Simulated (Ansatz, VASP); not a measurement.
Two plane-wave programs on TiSi2

```
CELL_PARAMETERS angstrom
4.75974 0.00000 0.00000
-2.35887 4.13410 0.00000
1.20043 2.06705 4.25811
ATOMIC_POSITIONS crystal
Ti 0.25000 0.75000 0.50000
Ti 0.50000 0.50000 0.00000
Si 0.91267 0.08733 0.50000
Si 0.58733 0.41267 0.50000
Si 0.83733 0.16267 0.00000
Si 0.16267 0.83733 0.00000
```

Alike in both runs: task single point; functional r2SCAN; k mesh 8 × 8 × 8; occupations gaussian, width 0.1 eV; no spin polarisation.

```csv
,VASP,Ansatz
version,VASP 6.6.1,Ansatz 0.2.0
potentials or method,"VASP PAW PBE potentials, release 64 (Ti_sv, Si), cutoff 520 eV","scalar-relativistic, plane waves, PAW"
valence electrons in the cell,40,40
```

Ansatz gave:

* gap on the k mesh at the Fermi level (eV): none
* pressure (GPa): 0.0
* traceless stress, the component that is largest in VASP (GPa): 0.17
* rms of the force components (eV/Å): 0.001

Problem. What did VASP give for the same quantities?

Solution. gap on the k mesh at the Fermi level (eV): none; pressure (GPa): 0.3; traceless stress, the component that is largest in VASP (GPa): 0.20; rms of the force components (eV/Å): 0.005.

VASP's potentials were made for PBE, not for r2SCAN. Atom by atom the forces differ by 0.004 eV/Å (rms over components). A gap of «none» marks a metal or a gap that the smearing closes. With one functional, cell and mesh, what is left measures potentials, basis and numerics.
